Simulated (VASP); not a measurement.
Input of a VASP 6.6.1 run:

Contents of POSCAR:

```
LuBr
1.0
    3.6068742112      0.0000000000      0.0000000000
   -1.8034371056      3.1236446952      0.0000000000
    0.0000000000      0.0000000000      9.8717490000
Lu Br
2 2
Direct
    0.6666666667      0.3333333333      0.8309900000
    0.3333333333      0.6666666667      0.3309900000
    0.6666666667      0.3333333333      0.5440110000
    0.3333333333      0.6666666667      0.0440110000
```

INCAR.step1

```
PREC     = Accurate       # precision mode
ENCUT    = 520            # plane-wave cutoff, eV
ISMEAR   = -1             # smearing method
SIGMA    = 0.05           # smearing width, eV
LREAL    = False          # projectors in reciprocal space
LASPH    = True           # aspherical terms in the spheres
NELM     = 100            # most SCF steps
NBANDS   = 40             # bands
GGA      = PE             # functional
ALGO     = Normal         # electronic algorithm
EDIFF    = 1E-4           # SCF threshold, eV
LWAVE    = True           # write WAVECAR
LCHARG   = False          # write CHGCAR
```

File INCAR.step2:

```
PREC     = Accurate       # precision mode
ENCUT    = 520            # plane-wave cutoff, eV
EDIFF    = 1E-6           # SCF threshold, eV
ISMEAR   = -1             # smearing method
SIGMA    = 0.05           # smearing width, eV
LREAL    = False          # projectors in reciprocal space
LASPH    = True           # aspherical terms in the spheres
NELM     = 100            # most SCF steps
ALGO     = Normal         # electronic algorithm
ISIF     = 2              # what is computed and relaxed
LWAVE    = False          # write WAVECAR
LCHARG   = True           # write CHGCAR
METAGGA  = R2SCAN         # meta-GGA
LMIXTAU  = True         
LELF     = True           # ELF
LVHAR    = True         
NBANDS   = 40             # bands
ISTART   = 1
```

KPOINTS

```
regular mesh
0
Gamma
  9 9 3
```

Potentials or basis: VASP PAW PBE potentials, release 64 (Lu, Br).

Run with:

```bash
$ cat potpaw_PBE.64/Lu/POTCAR potpaw_PBE.64/Br/POTCAR > POTCAR
$ cp INCAR.step1 INCAR
$ mpirun -np 1 vasp_std > vasp.out
$ cp INCAR.step2 INCAR
$ mpirun -np 1 vasp_std > vasp.out
```

**Question.** Predict the band gap on the k mesh.

**Answer.** Zero (bands 32 and 33 overlap by 0.20 eV).

**Question.** Predict the largest force.

**Answer.** 0.027 eV/Å.

**Question.** Predict the pressure.

**Answer.** -0.5 GPa.

Forces in eV/Å, atoms in the order of the input:
```
Lu   0.000  0.000  0.027
Lu   0.000  0.000  0.027
Br   0.000  0.000 -0.027
Br   0.000  0.000 -0.027
```

Caveat: the PAW data sets were made with another functional, which shifts forces and pressure a little; spin-orbit coupling is left out, which moves the levels of the heavy elements.
